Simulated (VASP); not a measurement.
Here is a VASP 6.6.1 calculation.

Contents of POSCAR:

```
Mg
1.0
    3.2093000000      0.0000000000      0.0000000000
   -1.6046500000      2.7793353300      0.0000000000
    0.0000000000      0.0000000000      5.2103000000
Mg
2
Direct
    0.3333333333      0.6666666667      0.2500000000
    0.6666666667      0.3333333333      0.7500000000
```

Contents of INCAR.step1:

```
PREC     = Accurate       # precision mode
ENCUT    = 600            # plane-wave cutoff, eV
ISMEAR   = 0              # smearing method
SIGMA    = 0.05           # smearing width, eV
LREAL    = F              # projectors in reciprocal space
LASPH    = T              # aspherical terms in the spheres
NELM     = 60             # most SCF steps
GGA      = PE             # functional
ALGO     = Normal         # electronic algorithm
EDIFF    = 1E-4           # SCF threshold, eV
LWAVE    = T              # write WAVECAR
LCHARG   = F              # write CHGCAR
```

Contents of INCAR.step2:

```
PREC     = Accurate       # precision mode
ENCUT    = 600            # plane-wave cutoff, eV
EDIFF    = 1E-6           # SCF threshold, eV
ISMEAR   = 0              # smearing method
SIGMA    = 0.05           # smearing width, eV
LREAL    = F              # projectors in reciprocal space
LASPH    = T              # aspherical terms in the spheres
NELM     = 60             # most SCF steps
ALGO     = Normal         # electronic algorithm
ISIF     = 3              # what is computed and relaxed
LWAVE    = F              # write WAVECAR
LCHARG   = F              # write CHGCAR
METAGGA  = R2SCAN         # meta-GGA
LMIXTAU  = T            
IBRION   = 2              # ionic algorithm
NSW      = 80             # ionic steps
EDIFFG   = -0.02          # ionic threshold
ISTART   = 1
```

KPOINTS

```
regular mesh
0
Gamma
  9 9 5
```

Potentials or basis: VASP PAW PBE potentials, release 64 (Mg).

Launch:

```console
$ cat potpaw_PBE.64/Mg/POTCAR > POTCAR
$ cp INCAR.step1 INCAR
$ mpirun -np 1 vasp_std > vasp.out
$ cp INCAR.step2 INCAR
$ mpirun -np 1 vasp_std > vasp.out
```

Q: What does it give for the relaxed volume?

A: 22.43 Å³/atom.

Q: Predict the band gap on the k mesh.

A: Zero (band 2 reaches 3.72 eV, above the bottom of band 3 at 1.53 eV).

Step by step:
```tsv
step	energy change (eV)	largest force (eV/Å)	pressure (GPa)	volume (Å³)
1	0.0000	0.0000	-1.35	46.47
2	-0.0070	0.0000	-0.29	45.17
3	-0.0073	0.0000	-0.01	44.86
```

Caveat: the PAW data sets were made with another functional, which shifts forces and pressure a little.
